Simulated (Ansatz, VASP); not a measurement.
**Au in VASP and in Ansatz**

The input INCAR:

```
PREC = Accurate ; ENCUT = 520
EDIFF = 1E-6 ; ISMEAR = 0
SIGMA = 0.15 ; LREAL = F
LASPH = T ; NELM = 100
ALGO = Fast ; ISIF = 2
LWAVE = F ; LCHARG = T
GGA = PS ; LELF = T
LVHAR = T ; NBANDS = 12
```

File KPOINTS:

```
Automatic mesh
0
Gamma
  20 20 20
```

File POSCAR:

```
Au
1.0
   -1.6821280350      1.6821280350      1.7069870700
    1.6821280350     -1.6821280350      1.7069870700
    1.6821280350      1.6821280350     -1.7069870700
Au
1
Direct
    0.0000000000      0.0000000000      0.0000000000
```

Input for Ansatz:

```yaml
crystal:
  lattice:
    - [-1.682128035, 1.682128035, 1.70698707]
    - [1.682128035, -1.682128035, 1.70698707]
    - [1.682128035, 1.682128035, -1.70698707]
  atoms:
    - { symbol: Au, position: [0.0, 0.0, 0.0] }
basis:
  ecutwfc: 420
kpoints:
  mp_grid: { grid: [20, 20, 20] }
hamiltonian:
  xc: pbesol
scf:
  occupations: { method: gaussian, width: 0.15 }
output:
  forces: true
  stress: true
  eigenvalues: true
```

Change from the starting cell: strain +0.015 along x and y, +0.030 along z, atoms carried along.

Alike in both runs: task single point; functional PBEsol; k mesh 20 × 20 × 20; occupations gaussian, width 0.15 eV; no spin polarisation.

|  | VASP | Ansatz |
| --- | --- | --- |
| version | VASP 6.6.1 | Ansatz 0.2.0 |
| potentials or method | VASP PAW PBE potentials, release 64 (Au), cutoff 520 eV | scalar-relativistic, plane waves, PAW |
| valence electrons in the cell | 11 | 19 |

VASP gave:

| Quantity | Value |
| --- | --- |
| gap on the k mesh at the Fermi level (eV) | none |
| pressure (GPa) | -15.1 |
| traceless stress, the component that is largest in VASP (GPa) | 0.06 |

Estimate Ansatz's values.

gap on the k mesh at the Fermi level (eV): none; pressure (GPa): -15.0; traceless stress, the component that is largest in VASP (GPa): 0.06.

VASP's potentials were made for PBE, not for PBEsol. A gap of «none» marks a metal or a gap that the smearing closes. The functional is the same, so the differences come from potentials, cutoffs and numerics. VASP's potentials hold 11 valence electrons a cell and Ansatz's 19, so a difference there can come from the potentials and not from the codes.

Spin-orbit coupling is off throughout.
